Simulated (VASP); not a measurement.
Here is a VASP 6.6.1 calculation.

INCAR

```
SYSTEM = AlNi
PREC = Accurate ; ENCUT = 600
EDIFF = 1E-6 ; ISMEAR = 0
SIGMA = 0.1 ; LREAL = .FALSE.
LASPH = .TRUE. ; NELM = 120
ALGO = Normal ; ISIF = 2
LWAVE = .FALSE. ; LCHARG = .TRUE.
GGA = PE ; LELF = .TRUE.
LVHAR = .TRUE. ; NBANDS = 14
GGA_COMPAT = .FALSE.
```

Contents of KPOINTS:

```
Automatic mesh
0
G
  6 6 6
  0 0 0
```

Contents of POSCAR:

```
AlNi
1.0
    2.8600000000      0.0000000000      0.0000000000
    0.0000000000      2.8600000000      0.0000000000
    0.0000000000      0.0000000000      2.8600000000
Ni Al
1 1
Direct
    0.0000000000      0.0000000000      0.0000000000
    0.5000000000      0.5000000000      0.5000000000
```

Potentials or basis: VASP PAW PBE potentials, release 64 (Ni, Al).

Command:

```bash
$ cat potpaw_PBE.64/Ni/POTCAR potpaw_PBE.64/Al/POTCAR > POTCAR
$ mpirun -np 1 vasp_std > vasp.out
```

Problem. Estimate the pressure.

Solution. 6.1 GPa.

Caveat: the k points lie up to 0.37 Å⁻¹ apart. Spin polarisation is off, so any magnetic state and its effect on volume and gap are missing.
